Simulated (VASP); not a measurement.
# AlN in VASP: single point with PBEsol

Aim: the single point of AlN with PBEsol.

Everything below comes from runs of VASP 6.6.1. Logs are shortened: lines on timing, memory, paths and dates and some standing lists are left out, and cuts for length are marked.

## (1) The cell of the first run

The cell holds an amorphous packing of atoms, 96 atoms: a = 9.809 Å, b = 11.326 Å, c = 10.465 Å, α = 90.00°, β = 90.00°, γ = 90.00°.

## (2) Single point, PBEsol

INCAR reads:

```
SYSTEM = AlN
PREC = Accurate
ENCUT = 520
EDIFF = 1E-6
ISMEAR = -1
SIGMA = 0.05
LREAL = Auto
LASPH = .True.
NELM = 100
ALGO = Normal
ISIF = 2
LWAVE = .False.
LCHARG = .False.
GGA = PS
NBANDS = 246
```

KPOINTS reads:

```
Automatic mesh
0
Gamma
  1 1 1
  0 0 0
```

POSCAR reads:

```
AlN
1.0
    9.8085200000      0.0000000000      0.0000000000
    0.0000000000     11.3259040000      0.0000000000
    0.0000000000      0.0000000000     10.4654100000
Al N
48 48
Direct
    0.1941070000      0.1034180000      0.2365640000
    0.1933800000      0.1049300000      0.7376100000
    0.0289060000      0.3486190000      0.2362980000
    0.0264950000      0.3457730000      0.7379930000
    0.5281810000      0.1027470000      0.2378520000
    0.5275710000      0.1033850000      0.7387500000
    0.3608420000      0.3472790000      0.2371000000
    0.3606830000      0.3463180000      0.7382100000
    0.0333330000      0.6770580000      0.4188330000
    0.1955540000      0.5950220000      0.6709520000
    0.0269400000      0.8484230000      0.1732090000
    0.0276120000      0.8611600000      0.6627580000
    0.8626270000      0.1058920000      0.2345940000
    0.8567440000      0.0918600000      0.6939380000
    0.6920570000      0.3469930000      0.2386100000
    0.6901500000      0.3458950000      0.7391460000
    0.5259140000      0.5963830000      0.2380470000
    0.5241700000      0.5947360000      0.7405950000
    0.3616070000      0.8531950000      0.1692740000
    0.3618400000      0.8538690000      0.6694990000
    0.8547030000      0.5932890000      0.2392810000
    0.8432720000      0.5845010000      0.7419270000
    0.6938030000      0.8524300000      0.1706050000
    0.6914810000      0.8457160000      0.6679980000
    0.0390580000      0.1931770000      0.4845470000
    0.0243050000      0.1781470000      0.9847370000
    0.3631390000      0.1796230000      0.4865840000
    0.3610220000      0.1798040000      0.9871970000
    0.1963290000      0.4270920000      0.4866270000
    0.1928660000      0.4235020000      0.9867480000
    0.8534140000      0.9073950000      0.4259910000
    0.0300540000      0.6813550000      0.9313600000
    0.6935490000      0.1802800000      0.4890440000
    0.6960120000      0.1786260000      0.9850920000
    0.1908950000      0.5977830000      0.1700120000
    0.5269470000      0.4288200000      0.9885750000
    0.3663320000      0.6804010000      0.4889730000
    0.3653990000      0.6796610000      0.9888940000
    0.1952970000      0.9276290000      0.4174470000
    0.1937160000      0.9279890000      0.9192060000
    0.8594500000      0.4281850000      0.4852920000
    0.8602790000      0.4270850000      0.9886010000
    0.5253520000      0.4290890000      0.4875120000
    0.6927860000      0.6770750000      0.9904760000
    0.5285740000      0.9260290000      0.4189050000
    0.5282780000      0.9280060000      0.9189410000
    0.6903390000      0.6675260000      0.4890340000
    0.8588260000      0.9301540000      0.9177280000
    0.0298150000      0.1825590000      0.1737250000
    0.0307840000      0.1832760000      0.6721020000
    0.3612440000      0.1804500000      0.1758540000
    0.3604700000      0.1798890000      0.6763980000
    0.0324500000      0.3570000000      0.4244690000
    0.1941340000      0.4237320000      0.6780930000
    0.0306050000      0.6808880000      0.2303740000
    0.0306330000      0.8397900000      0.4802770000
    0.5260820000      0.4298780000      0.1773670000
    0.6872410000      0.1865450000      0.6788290000
    0.1948470000      0.4254230000      0.1760540000
    0.5243600000      0.4301490000      0.6790160000
    0.3650450000      0.6791190000      0.1775260000
    0.3663120000      0.6801730000      0.6799120000
    0.1937050000      0.9272210000      0.2300470000
    0.1928540000      0.9279720000      0.7294780000
    0.8607940000      0.4293440000      0.1770670000
    0.8593990000      0.4266360000      0.6769000000
    0.6940790000      0.6751440000      0.1772240000
    0.6914700000      0.6699430000      0.6784330000
    0.5275900000      0.9268830000      0.2309310000
    0.5286750000      0.9263330000      0.7309030000
    0.8601810000      0.9276940000      0.2394790000
    0.8594880000      0.9163390000      0.7327640000
    0.1962910000      0.1030160000      0.4250630000
    0.1938160000      0.1021200000      0.9257530000
    0.8719440000      0.1465980000      0.4143560000
    0.0259800000      0.3473740000      0.9264300000
    0.5278670000      0.1015840000      0.4254150000
    0.5266200000      0.1021630000      0.9265990000
    0.3606680000      0.3470180000      0.4269230000
    0.3605080000      0.3472700000      0.9272450000
    0.1923190000      0.5989030000      0.4821830000
    0.1897350000      0.5981970000      0.9790530000
    0.8344460000      0.0487440000      0.5115650000
    0.0266900000      0.8468500000      0.9822820000
    0.6927970000      0.1813820000      0.1749820000
    0.8604720000      0.0990660000      0.9314610000
    0.6894200000      0.3521160000      0.4275720000
    0.6934310000      0.3492010000      0.9284630000
    0.5235390000      0.5947000000      0.4264010000
    0.5270310000      0.5970290000      0.9282130000
    0.3605160000      0.8536080000      0.4810980000
    0.3606700000      0.8533260000      0.9799340000
    0.8562160000      0.5932550000      0.4268490000
    0.8580370000      0.5956750000      0.9258210000
    0.6850860000      0.8359980000      0.4804920000
    0.6935980000      0.8516550000      0.9827910000
```

Potentials or basis: VASP PAW PBE potentials, release 64 (Al, N).

Run with:

```
$ cat potpaw_PBE.64/Al/POTCAR potpaw_PBE.64/N/POTCAR > POTCAR
$ mpirun -np 1 vasp_gam > vasp.out
```

OUTCAR:

```text
SYSTEM = AlN
   PREC = Accurate
   ENCUT = 520
   EDIFF = 1E-6
   ISMEAR = -1
   LREAL = Auto
   LASPH = .True.
   NELM = 100
   ISIF = 2
   GGA = PS

 ion  position               nearest neighbor table
   1  0.194  0.103  0.237-  49 1.96  51 1.96  73 1.97  63 2.00  39 2.75  25 3.18  28 3.20   7 3.21
                             3 3.22  27 3.22  26 3.23  13 3.25   5 3.28  19 3.35
   2  0.193  0.105  0.738-  50 1.95  52 1.95  74 1.97  64 2.01  40 2.76   4 3.18  26 3.18   8 3.19
                            28 3.20  25 3.21  27 3.22   6 3.28  12 3.30  14 3.34
   3  0.029  0.349  0.236-  59 1.95  53 1.97  65 1.98  49 1.99  25 3.14  30 3.18  13 3.20  42 3.20
                             1 3.22  29 3.22  41 3.22  21 3.26   7 3.26  26 3.27  15 3.30  35 3.31
   4  0.026  0.346  0.738-  50 1.97  54 1.97  76 1.97  66 1.98  25 3.17   2 3.18  30 3.20  26 3.21
                            42 3.22  22 3.25  29 3.25  41 3.25   8 3.28  16 3.30  10 3.35  14 3.35
   5  0.528  0.103  0.238-  85 1.96  77 1.96  51 1.97  69 1.99  45 2.76  27 3.19  15 3.20  33 3.21
                            28 3.21   7 3.22  34 3.23   1 3.28  13 3.28  23 3.34  19 3.34
   6  0.528  0.103  0.739-  58 1.93  52 1.97  78 1.97  70 2.01  46 2.74  16 3.18  34 3.18  28 3.19
                            33 3.20   8 3.20  27 3.21  14 3.27   2 3.28  20 3.34
   7  0.361  0.347  0.237-  59 1.96  57 1.97  79 1.99  51 2.00  29 3.20  36 3.21   1 3.21  30 3.21
                            43 3.21   5 3.22  27 3.23  28 3.23  15 3.25  17 3.25   3 3.26  35 3.36
   8  0.361  0.346  0.738-  54 1.96  60 1.97  80 1.98  52 1.99   2 3.19  30 3.20   6 3.20  28 3.22
                            29 3.22  43 3.22  36 3.22  16 3.23  18 3.24  27 3.24   4 3.28  10 3.32
   9  0.033  0.677  0.419-  81 1.91  56 1.95  55 1.97  93 1.98  21 2.74  31 3.15  35 3.16  10 3.22
[... 31 lines left out ...]
  25  0.039  0.193  0.485-  75 1.87  73 1.95  53 1.96  50 1.97  14 3.05  29 3.07   3 3.14   4 3.17
                             1 3.18  27 3.18  41 3.19   2 3.21  13 3.29
  26  0.024  0.178  0.985-  86 1.92  74 1.97  49 1.98  76 2.01  13 3.17   2 3.18   4 3.21  34 3.22
                             1 3.23  30 3.23  42 3.25   3 3.27  28 3.30  48 3.32  40 3.36
  27  0.363  0.180  0.487-  77 1.95  73 1.96  52 1.99  79 2.00  25 3.18   5 3.19   6 3.21   1 3.22
                             2 3.22   7 3.23   8 3.24  33 3.24  43 3.24  29 3.25
  28  0.361  0.180  0.987-  78 1.95  74 1.97  51 1.97  80 2.00   6 3.19   1 3.20   2 3.20   5 3.21
                            30 3.22   8 3.22   7 3.23  36 3.26  34 3.29  26 3.30
  29  0.196  0.427  0.487-  53 1.91  81 1.95  79 1.95  54 2.00  10 2.71  25 3.07   7 3.20   3 3.22
                             8 3.22  43 3.23  27 3.25   4 3.25  41 3.30  37 3.32   9 3.33
  30  0.193  0.424  0.987-  76 1.95  80 1.96  82 1.98  59 1.98  35 2.75   3 3.18   4 3.20   8 3.20
                             7 3.21  28 3.22  26 3.23  42 3.26  36 3.28  38 3.36
  31  0.853  0.907  0.426-  83 1.84  95 1.92  71 1.97  56 1.98  13 3.01  12 3.06  24 3.07   9 3.15
                            23 3.16  45 3.19  11 3.22  47 3.22  39 3.36
  32  0.030  0.681  0.931-  82 1.89  94 1.95  84 1.95  22 2.91  35 3.10  11 3.16  40 3.22  48 3.28
                            10 3.32  38 3.34
  33  0.694  0.180  0.489-  75 1.95  77 1.97  58 1.99  83 2.05  87 2.05  14 2.86   6 3.20   5 3.21
                            16 3.22  15 3.23  27 3.24  41 3.25  13 3.25  43 3.27
  34  0.696  0.179  0.985-  86 1.93  78 1.97  85 1.99  88 2.02   6 3.18  13 3.19  16 3.20  26 3.22
                             5 3.23  42 3.24  15 3.27  36 3.28  28 3.29  48 3.31  46 3.35
  35  0.191  0.598  0.170-  55 1.94  61 1.94  59 1.95  82 2.00  38 2.72  30 2.75  32 3.10   9 3.16
                            11 3.26   3 3.31  19 3.34  17 3.36   7 3.36
  36  0.527  0.429  0.989-  88 1.97  57 1.98  80 1.98  90 2.01  16 3.20  18 3.20   7 3.21  15 3.21
                             8 3.22  17 3.23  44 3.25  38 3.25  28 3.26  42 3.27  30 3.28  34 3.28
  37  0.366  0.680  0.489-  89 1.94  81 1.94  91 1.96  62 2.00  10 2.71  20 2.73  47 3.18  17 3.20
                            18 3.21  43 3.25  45 3.29  29 3.32   9 3.35  39 3.35
  38  0.365  0.680  0.989-  90 1.95  82 1.96  92 1.97  61 1.97  35 2.72  19 2.73  18 3.18  17 3.19
                            44 3.21  36 3.25  46 3.32  32 3.34  40 3.36  30 3.36
  39  0.195  0.928  0.417-  91 1.94  63 1.96  73 1.99  56 2.01   1 2.75  12 3.14  11 3.17  19 3.18
                            20 3.21   9 3.25  45 3.27  37 3.35  31 3.36
  40  0.194  0.928  0.919-  92 1.95  74 1.97  64 1.99  84 1.99   2 2.76  20 3.20  19 3.21  32 3.22
                            12 3.23  11 3.25  46 3.28  48 3.28  26 3.36  38 3.36
  41  0.859  0.428  0.485-  93 1.97  87 1.97  53 1.98  66 2.01  47 3.18  21 3.18  25 3.19  15 3.19
[... 61 lines left out ...]
  95  0.685  0.836  0.480-  47 1.91  31 1.92  45 1.95  24 1.97
  96  0.694  0.852  0.983-  46 1.96  23 1.97  48 1.97  44 1.98

  LATTYP: Found a simple orthorhombic cell.
[... 286 lines left out ...]
   POTIM  = 0.5000    time-step for ionic-motion
   TEBEG  =    0.0;   TEEND  =   0.0 temperature during run
   PSTRESS=    0.0 pullay stress
   NELECT =     384.0000    total number of electrons
   NUPDOWN=      -1.0000    fix difference up-down
   EMIN   =  10.00;   EMAX   =-10.00  energy-range for DOS
   EFERMI =   0.00;   METHOD = LEGACY
   ISMEAR =    -1;   SIGMA  =   0.05  broadening in eV -4-tet -1-fermi 0-gaus
   EFERMI_NEDOS =   21; number of points for ismear=-14 and -15
   IALGO  =     38    algorithm
   IMIX   =      4    mixing-type and parameters
     AMIX     =   0.40;   BMIX     =  1.00
     AMIX_MAG =   1.60;   BMIX_MAG =  1.00
  volume/ion in A,a.u.               =      12.11        81.73
  Fermi-wavevector in a.u.,A,eV,Ry     =   1.131638  2.138487 17.423697  1.280606
  Thomas-Fermi vector in A             =   2.268338
   LORBIT       =      0    0 simple, 1 ext, 2 COOP (PROOUT), +10 PAW based schemes
   GGA     = PS    functional components
   LHFCALC =     F    Hartree Fock is set to
   AEXX    =    0.0000 exact exchange contribution
   IVDW    =     0    specifies the selected vdW correction
   LEPSILON=     F    determine dielectric tensor
   LRPA    =     F    only Hartree local field effects (RPA)
 non-spin polarized calculation
  energy-cutoff  :      520.00
  volume of cell :     1162.61
 maximum number of plane-waves:     15623
 NGX is ok and might be reduce to    80
   NGX = 37   NGY = 43   NGZ = 39

 number of electron     384.0000000 magnetization

 Free energy of the ion-electron system (eV)
  ---------------------------------------------------
  ext. energy  EPLUGINS =         0.00000000
  ---------------------------------------------------
  free energy    TOTEN  =      -730.93999473 eV

  energy without entropy =     -730.93999472  energy(sigma->0) =     -730.93999472

 E-fermi :   6.9268     XC(G=0): -10.4340

 val. band max:        5.9482739780   @ k =   0.0000   0.0000   0.0000
 cond. band min:       7.9054408447   @ k =   0.0000   0.0000   0.0000
 fundamental gap:      1.9571668667
 Fermi energy:         6.9267773143

 k-point     1 :       0.0000    0.0000    0.0000
  band No.  band energies     occupation
      1     -11.2561      2.00000
      2      -9.7260      2.00000
      3      -9.1933      2.00000
      4      -9.1535      2.00000
      5      -9.0992      2.00000
      6      -9.0452      2.00000
[... 196 lines left out ...]
    203       9.8191      0.00000
    204       9.8416      0.00000
 [bands above 204 left out]

------------------------ aborting loop because EDIFF is reached ----------------------------------------

  FORCE on cell =-STRESS in cart. coord.  units (eV):
  Direction    XX          YY          ZZ          XY          YZ          ZX
  --------------------------------------------------------------------------------------
  -------------------------------------------------------------------------------------
  Total     -143.6708372   -135.8180398   -102.2467215      4.3855360     -2.4984162     -0.2886763
  in kB     -197.9915244   -187.1696530   -140.9053128      6.0436688     -3.4430456     -0.3978223
  external PRESSURE =    -175.3554968 kB  Pullay stress =       0.0000000 kB

 VOLUME and BASIS-vectors are now :
 -----------------------------------------------------------------------------
  energy-cutoff  :      520.00
  volume of cell :     1162.61
      direct lattice vectors                 reciprocal lattice vectors
     9.808520000  0.000000000  0.000000000     0.101952180  0.000000000  0.000000000
     0.000000000 11.325904000  0.000000000     0.000000000  0.088293173  0.000000000
     0.000000000  0.000000000 10.465410000     0.000000000  0.000000000  0.095552874

 POSITION                                       TOTAL-FORCE (eV/Angst)
 -----------------------------------------------------------------------------------
      1.90390      1.17130      2.47574         0.005178     -0.002227      0.001651
      1.89677      1.18843      7.71939        -0.011404     -0.002345     -0.004655
      0.28353      3.94843      2.47296        -0.004002      0.000580      0.007207
      0.25988      3.91619      7.72340        -0.003100     -0.010154     -0.011774
      5.18067      1.16370      2.48922        -0.005205     -0.002849      0.000199
      5.17469      1.17093      7.73132         0.011663     -0.002405     -0.007258
[... 88 lines left out ...]
      6.71968      9.46843      5.02855         0.005195      0.012355     -0.002678
      6.80317      9.64576     10.28531         0.002677      0.002298      0.000344
 -----------------------------------------------------------------------------------
    total drift:                                0.014416     -0.010909     -0.023702

  FREE ENERGIE OF THE ION-ELECTRON SYSTEM (eV)
  ---------------------------------------------------
  free  energy   TOTEN  =      -730.9399947298 eV

  energy  without entropy=     -730.9399947167  energy(sigma->0) =     -730.93999472
```

Wall time 4.9 min (1 thread of Intel Xeon 6975P-C (Granite Rapids), shared host); peak memory 0.99 GiB.

Results:

| Property | Result |
| --- | --- |
| Free energy | -730.9400 eV |
| Pressure | -17.5 GPa |
| Largest force | 0.050 eV/Å |
| Band gap on the k mesh | 1.96 eV |

Forces in eV/Å, atoms in the order of the input:
```
Al   0.005 -0.002  0.002
Al  -0.011 -0.002 -0.005
Al  -0.004  0.001  0.007
Al  -0.003 -0.010 -0.012
Al  -0.005 -0.003  0.000
Al   0.012 -0.002 -0.007
Al   0.000 -0.001  0.004
Al   0.003 -0.007 -0.005
Al   0.005 -0.002  0.000
Al   0.007  0.001  0.003
Al  -0.001 -0.001  0.002
Al  -0.005  0.012  0.000
Al   0.001  0.008  0.018
Al  -0.002 -0.006 -0.016
Al   0.005  0.006  0.000
Al  -0.004 -0.005 -0.006
Al  -0.004 -0.004  0.001
Al   0.002  0.001 -0.001
Al  -0.003  0.004  0.003
Al   0.000  0.000  0.002
Al   0.001 -0.002 -0.001
Al  -0.004 -0.007  0.000
Al   0.000  0.005  0.004
Al   0.002  0.005  0.003
Al   0.000 -0.006  0.008
Al   0.006  0.004 -0.007
Al   0.004 -0.001 -0.004
Al   0.005 -0.004  0.005
Al   0.000  0.002 -0.002
Al  -0.001  0.003  0.002
Al   0.004 -0.010 -0.005
Al  -0.008  0.003  0.004
Al  -0.009 -0.005  0.005
Al  -0.005  0.003 -0.008
Al   0.000 -0.005  0.004
Al  -0.004  0.002 -0.003
Al  -0.003  0.006 -0.007
Al   0.000  0.002 -0.009
Al  -0.005 -0.003  0.006
Al   0.003 -0.003 -0.002
Al   0.005  0.000 -0.002
Al   0.003  0.005 -0.001
Al  -0.004  0.000 -0.001
Al   0.002  0.001 -0.005
Al   0.007  0.009  0.008
Al  -0.001  0.000 -0.002
Al   0.003 -0.002  0.001
Al   0.000 -0.015  0.003
N    0.000 -0.002 -0.011
N    0.005  0.004 -0.002
N    0.000  0.002  0.001
N   -0.001  0.002 -0.003
N    0.003  0.009 -0.003
N   -0.004 -0.003  0.007
N   -0.001 -0.001 -0.006
N   -0.005  0.001 -0.006
N    0.002 -0.001  0.000
N    0.001  0.001 -0.003
N   -0.002 -0.004  0.005
N    0.000  0.001  0.001
N    0.002 -0.001  0.008
N    0.005  0.004  0.013
N   -0.003  0.001 -0.006
N    0.009 -0.003  0.005
N    0.000  0.001 -0.001
N    0.005 -0.001  0.002
N    0.000 -0.001  0.003
N   -0.003  0.001  0.003
N    0.000 -0.001 -0.006
N    0.003  0.005 -0.002
N    0.002 -0.003 -0.006
N   -0.010 -0.015  0.018
N   -0.004  0.005  0.005
N   -0.006  0.005  0.008
N    0.009  0.017 -0.042
N   -0.001 -0.002  0.000
N    0.001  0.008  0.005
N    0.005  0.003  0.010
N   -0.001  0.001  0.004
N    0.001  0.001  0.001
N   -0.009 -0.002 -0.010
N    0.003 -0.004 -0.013
N   -0.013 -0.011  0.047
N   -0.002  0.004 -0.002
N    0.000 -0.003 -0.007
N    0.000  0.005 -0.003
N   -0.002  0.003  0.001
N    0.000 -0.002 -0.001
N    0.000 -0.003  0.001
N    0.002 -0.003  0.000
N    0.000  0.001 -0.004
N    0.000  0.000 -0.002
N   -0.001  0.000  0.005
N    0.001 -0.003  0.003
N    0.005  0.012 -0.003
N    0.003  0.002  0.000
```

Caveat: the k points lie up to 0.64 Å⁻¹ apart; the PAW data sets were made with another functional, which shifts forces and pressure a little.
